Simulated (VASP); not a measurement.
# Rb in VASP: single point with PBE0

Aim: the single point of Rb with PBE0.

All numbers are computed with VASP 6.6.1; they aren't measurements. Logs are shortened: lines on timing, memory, paths and dates and some standing lists are left out, and cuts for length are marked.

### 1 The cell of the first run

The cell holds a atom, 1 atom: a = 14.000 Å, b = 14.400 Å, c = 14.800 Å, α = 90.00°, β = 90.00°, γ = 90.00°.

### 2 Single point, PBE0, collinear spin, ferromagnetic start

File POSCAR:

```
Rb
1.0
   14.0000000000      0.0000000000      0.0000000000
    0.0000000000     14.4000000000      0.0000000000
    0.0000000000      0.0000000000     14.8000000000
Rb
1
Direct
    0.5000000000      0.5000000000      0.5000000000
```

File INCAR.step1:

```
PREC     = Accurate       # precision mode
ENCUT    = 520            # plane-wave cutoff, eV
EDIFF    = 1E-5           # SCF threshold, eV
ISMEAR   = -1             # smearing method
SIGMA    = 0.01           # smearing width, eV
LREAL    = F              # projectors in reciprocal space
LASPH    = T              # aspherical terms in the spheres
NELM     = 150            # most SCF steps
ALGO     = Normal         # electronic algorithm
ISIF     = 2              # what is computed and relaxed
LWAVE    = T              # write WAVECAR
ISPIN    = 2              # spin polarisation
MAGMOM   = 0.993          # initial moments
LORBIT   = 11             # projections on sites
GGA      = PE             # functional
ISYM     = 0            
NBANDS   = 14             # bands
```

File INCAR.step2:

```
PREC     = Accurate       # precision mode
ENCUT    = 520            # plane-wave cutoff, eV
EDIFF    = 1E-6           # SCF threshold, eV
ISMEAR   = -1             # smearing method
SIGMA    = 0.01           # smearing width, eV
LREAL    = F              # projectors in reciprocal space
LASPH    = T              # aspherical terms in the spheres
NELM     = 150            # most SCF steps
ALGO     = Normal         # electronic algorithm
ISIF     = 2              # what is computed and relaxed
LWAVE    = F              # write WAVECAR
LCHARG   = T              # write CHGCAR
ISPIN    = 2              # spin polarisation
MAGMOM   = 0.993          # initial moments
LORBIT   = 11             # projections on sites
GGA      = PE             # functional
LHFCALC  = T              # exact exchange
AEXX     = 0.25           # exact-exchange fraction
PRECFOCK = Normal       
LELF     = T              # ELF
LVHAR    = T            
ISTART   = 1            
ISYM     = 0            
NBANDS   = 14             # bands
```

File KPOINTS:

```
Automatic mesh
0
Gamma
  1 1 1
```

Potentials or basis: VASP PAW PBE potentials, release 64 (Rb_sv).

The run is started by

```
cat potpaw_PBE.64/Rb_sv/POTCAR > POTCAR
cp INCAR.step1 INCAR
mpirun -np 1 vasp_gam > vasp.out
cp INCAR.step2 INCAR
mpirun -np 1 vasp_gam > vasp.out
```

OUTCAR:

```text
PREC = Accurate
   ENCUT = 520
   EDIFF = 1E-6
   ISMEAR = -1
   LREAL = F
   LASPH = T
   NELM = 150
   ISIF = 2
   ISPIN = 2
   LORBIT = 11
   GGA = PE
   LHFCALC = T
   AEXX = 0.25
   PRECFOCK = Normal
   ISTART = 1
   ISYM = 0

 ion  position               nearest neighbor table
   1  0.500  0.500  0.500-

IMPORTANT INFORMATION: All symmetrisations will be switched off!
NOSYMM: (Re-)initialisation of all symmetry stuff for point group C_1.

----------------------------------------------------------------------------------------

                                     Primitive cell

  volume of cell :    2983.6800

  direct lattice vectors                    reciprocal lattice vectors
    14.000000000  0.000000000  0.000000000     0.071428571  0.000000000  0.000000000
     0.000000000 14.400000000  0.000000000     0.000000000  0.069444444  0.000000000
     0.000000000  0.000000000 14.800000000     0.000000000  0.000000000  0.067567568

  length of vectors
    14.000000000 14.400000000 14.800000000     0.071428571  0.069444444  0.067567568

  position of ions in fractional coordinates (direct lattice)
     0.500000000  0.500000000  0.500000000

  ion indices of the primitive-cell ions
   primitive index   ion index
                 1           1

----------------------------------------------------------------------------------------

 KPOINTS: Automatic mesh

Automatic generation of k-mesh.
 Grid dimensions read from file:
 generate k-points for:    1    1    1

 Generating k-lattice:

  Cartesian coordinates                     Fractional coordinates (reciprocal lattice)
     0.071428571  0.000000000  0.000000000     1.000000000  0.000000000  0.000000000
     0.000000000  0.069444444  0.000000000     0.000000000  1.000000000  0.000000000
     0.000000000  0.000000000  0.067567568     0.000000000  0.000000000  1.000000000

  Length of vectors
     0.071428571  0.069444444  0.067567568

  Shift w.r.t. Gamma in fractional coordinates (k-lattice)
     0.000000000  0.000000000  0.000000000

 Subroutine IBZKPT returns following result:
 ===========================================

 Found      1 irreducible k-points:

 Following reciprocal coordinates:
            Coordinates               Weight
  0.000000  0.000000  0.000000      1.000000
   k-points           NKPTS =      1   k-points in BZ     NKDIM =      1   number of bands    NBANDS=     14
   number of dos      NEDOS =    301   number of ions     NIONS =      1
   total plane-waves  NPLWV = ******
   dimension x,y,z NGX =   108 NGY =  108 NGZ =  112
   dimension x,y,z NGXF=   216 NGYF=  216 NGZF=  224
   ions per type =               1
   NGX,Y,Z   is equivalent  to a cutoff of  12.82, 12.47, 12.58 a.u.
   NGXF,Y,Z  is equivalent  to a cutoff of  25.65, 24.94, 25.16 a.u.
 SYSTEM =  unknown system
   PREC   = accura    normal or accurate (medium, high low for compatibility)
   ISTART =      1    job   : 0-new  1-cont  2-samecut
   ICHARG =      0    charge: 1-file 2-atom 10-const
   ISPIN  =      2    spin polarized calculation?
   LNONCOLLINEAR =      F non collinear calculations
   LSORBIT =      F    spin-orbit coupling
   LASPH  =      T    aspherical Exc in radial PAW
   ENCUT  =  520.0 eV  38.22 Ry    6.18 a.u.  26.03 26.77 27.52*2*pi/ulx,y,z
   NELM   =    150;   NELMIN=  2; NELMDL=  0     # of ELM steps
   EDIFF  = 0.1E-05   stopping-criterion for ELM
   LREAL  =      F    real-space projection
   EDIFFG = 0.1E-04   stopping-criterion for IOM
   NSW    =      0    number of steps for IOM
   IBRION =     -1    ionic relax: 0-MD 1-quasi-New 2-CG
   NFREE  =      0    steps in history (QN), initial steepest desc. (CG)
   ISIF   =      2    stress and relaxation
   ISYM   =      0    0-nonsym 1-usesym 2-fastsym
   POTIM  = 0.5000    time-step for ionic-motion
   TEBEG  =    0.0;   TEEND  =   0.0 temperature during run
   PSTRESS=    0.0 pullay stress
   NELECT =       9.0000    total number of electrons
   NUPDOWN=      -1.0000    fix difference up-down
   EMIN   =  10.00;   EMAX   =-10.00  energy-range for DOS
   EFERMI =   0.00;   METHOD = LEGACY
   ISMEAR =    -1;   SIGMA  =   0.01  broadening in eV -4-tet -1-fermi 0-gaus
   EFERMI_NEDOS =   21; number of points for ismear=-14 and -15
   IALGO  =     38    algorithm
   IMIX   =      1    mixing-type and parameters
     AMIX     =   0.40;   BMIX     =  1.00
     AMIX_MAG =   1.60;   BMIX_MAG =  1.00
  volume/ion in A,a.u.               =    2983.68     20134.87
  Fermi-wavevector in a.u.,A,eV,Ry     =   0.236540  0.446996  0.761263  0.055951
  Thomas-Fermi vector in A             =   1.037066
   LORBIT       =     11    0 simple, 1 ext, 2 COOP (PROOUT), +10 PAW based schemes
   GGA     = PE    functional components
   LHFCALC =     T    Hartree Fock is set to
   PRECFOCK=normal    Normal, Fast or Accurate (Low or Medium for compatibility)
   ENCUT4O =  -1.0   cutoff for four orbital integrals eV
   NKREDX  =     1    reduce k-point grid by
   NKREDY  =     1    reduce k-point grid by
   NKREDZ  =     1    reduce k-point grid by
   AEXX    =    0.2500 exact exchange contribution
   HFSCREEN=    0.0000 screening length (either q_TF or 0.3 A-1)
   HFSCREENC=   0.0000 screening length for correlation (either q_TF or 0.3 A-1)
   ENCUTFOCK=  -1.0 apply spherical cutoff to Coloumb kernel
   IVDW    =     0    specifies the selected vdW correction
   LEPSILON=     F    determine dielectric tensor
   LRPA    =     F    only Hartree local field effects (RPA)
 spin polarized calculation
  energy-cutoff  :      520.00
  volume of cell :     2983.68
 maximum number of plane-waves:     40220
 NGX is ok and might be reduce to   108
  NGX = 80; NGY = 84; NGZ = 84

 number of electron       9.0000000 magnetization       1.0000000

 Free energy of the ion-electron system (eV)
  ---------------------------------------------------
  ext. energy  EPLUGINS =         0.00000000
  ---------------------------------------------------
  free energy    TOTEN  =        -0.45187479 eV

  energy without entropy =       -0.45187479  energy(sigma->0) =       -0.45187479

 E-fermi :  -2.5432     XC(G=0):  -0.3966

 val. band max:       -2.8249898435   @ k =   0.0000   0.0000   0.0000
 cond. band min:      -1.0076952803   @ k =   0.0000   0.0000   0.0000
 fundamental gap:      1.8172945632
 Fermi energy:        -2.5431591861

 spin component 1

 k-point     1 :       0.0000    0.0000    0.0000
  band No.  band energies     occupation
      1     -34.7638      1.00000
      2     -17.6500      1.00000
      3     -17.6498      1.00000
      4     -17.6497      1.00000
      5      -2.8250      1.00000
      6      -0.4561      0.00000
      7      -0.4449      0.00000
      8      -0.4317      0.00000
      9      -0.1291      0.00000
     10       0.1616      0.00000
     11       0.1674      0.00000
     12       0.4758      0.00000
     13       0.4888      0.00000
     14       0.4993      0.00000
 Fermi energy:        -2.5431591861

 spin component 2

 k-point     1 :       0.0000    0.0000    0.0000
  band No.  band energies     occupation
      1     -34.6922      1.00000
      2     -17.5732      1.00000
      3     -17.5730      1.00000
      4     -17.5728      1.00000
      5      -1.0077      0.00000
      6       0.2567      0.00000
      7       0.4643      0.00000
      8       0.4847      0.00000
      9       0.5070      0.00000
     10       0.7327      0.00000
     11       0.7673      0.00000
     12       1.1470      0.00000
     13       1.1653      0.00000
     14       1.1784      0.00000

------------------------ aborting loop because EDIFF is reached ----------------------------------------

  FORCE on cell =-STRESS in cart. coord.  units (eV):
  Direction    XX          YY          ZZ          XY          YZ          ZX
  --------------------------------------------------------------------------------------
  -------------------------------------------------------------------------------------
  Total       -0.0541315     -0.0491275     -0.0450642     -0.0000000     -0.0000000      0.0000000
  in kB       -0.0290676     -0.0263805     -0.0241986     -0.0000000     -0.0000000      0.0000000
  external PRESSURE =      -0.0265489 kB  Pullay stress =       0.0000000 kB

 VOLUME and BASIS-vectors are now :
 -----------------------------------------------------------------------------
  energy-cutoff  :      520.00
  volume of cell :     2983.68
      direct lattice vectors                 reciprocal lattice vectors
    14.000000000  0.000000000  0.000000000     0.071428571  0.000000000  0.000000000
     0.000000000 14.400000000  0.000000000     0.000000000  0.069444444  0.000000000
     0.000000000  0.000000000 14.800000000     0.000000000  0.000000000  0.067567568

 POSITION                                       TOTAL-FORCE (eV/Angst)
 -----------------------------------------------------------------------------------
      7.00000      7.20000      7.40000         0.000000      0.000000      0.000000
 -----------------------------------------------------------------------------------
    total drift:                                0.000000      0.000000      0.000000

  FREE ENERGIE OF THE ION-ELECTRON SYSTEM (eV)
  ---------------------------------------------------
  free  energy   TOTEN  =        -0.4518747858 eV

  energy  without entropy=       -0.4518747858  energy(sigma->0) =       -0.45187479

 total charge

# of ion       s       p       d       tot
------------------------------------------
    1        1.973   5.373   0.000   7.346

 magnetization (x)

# of ion       s       p       d       tot
------------------------------------------
    1        0.040  -0.003   0.000   0.037
```

Run time: 24 min. Hardware: 1 thread of Intel Xeon Platinum 8488C (Sapphire Rapids), shared host; peak memory 2.8 GiB.

What came out:

| Quantity | Value |
| --- | --- |
| Free energy | -0.4519 eV |
| Pressure | 0.0 GPa |
| Band gap on the k mesh | 1.82 eV |
| Net moment | 1.00 μB per cell |
| Site moments | Rb +0.04 μB |
| Valence electrons inside the program's atomic spheres | Rb 7.35 |

Levels at points of the mesh, in eV from the valence-band top:
Spin up:
```
           k point  band 3  band 4  band 5  band 6  band 7  band 8
(0.00, 0.00, 0.00)  -14.82  -14.82    0.00    2.37    2.38    2.39
```
Spin down:
```
           k point  band 1  band 2  band 3  band 4  band 5  band 6  band 7  band 8
(0.00, 0.00, 0.00)  -31.87  -14.75  -14.75  -14.75    1.82    3.08    3.29    3.31
```

Caveat: the PAW data sets were made with another functional, which shifts forces and pressure a little.
